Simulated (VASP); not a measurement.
Here is a VASP 6.6.1 calculation.

INCAR

```
ALGO     = Normal         # electronic algorithm
EDIFF    = 1E-7           # SCF threshold, eV
ENCUT    = 520            # plane-wave cutoff, eV
GGA      = PE             # functional
ISIF     = 2              # what is computed and relaxed
ISMEAR   = 0              # smearing method
ISPIN    = 2              # spin polarisation
LASPH    = True           # aspherical terms in the spheres
LCHARG   = False          # write CHGCAR
LORBIT   = 11             # projections on sites
LREAL    = False          # projectors in reciprocal space
LWAVE    = False          # write WAVECAR
MAGMOM   = 0 0 0 1 1      # initial moments
NBANDS   = 26             # bands
NELM     = 150            # most SCF steps
PREC     = Accurate       # precision mode
SIGMA    = 0.1            # smearing width, eV
```

Contents of KPOINTS:

```
k-points
0
Gamma
  6 6 6
```

Contents of POSCAR:

```
CaSi2N2
1.0
   -2.1949989755      2.9503559277      3.3068768102
    2.1949989755     -2.9503559277      3.3068768102
    2.1949989755      2.9503559277     -3.3068768102
Ca Si N
1 2 2
Direct
    0.0000000000      0.0000000000      0.0000000000
    0.5000000000      0.2409274802      0.7409274802
    0.5000000000      0.7590725198      0.2590725198
    0.2741906994      0.5000000000      0.7741906994
    0.7258093006      0.5000000000      0.2258093006
```

Potentials or basis: VASP PAW PBE potentials, release 64 (Ca_sv, Si, N).

The run is started by

```bash
$ cat potpaw_PBE.64/Ca_sv/POTCAR potpaw_PBE.64/Si/POTCAR potpaw_PBE.64/N/POTCAR > POTCAR
$ mpirun -np 1 vasp_std > vasp.out
```

(1) Estimate the net moment.

(2) What does it give for the band gap on the k mesh?

Results:

(1) 0.00 μB per cell.

(2) zero (filled and empty bands overlap).
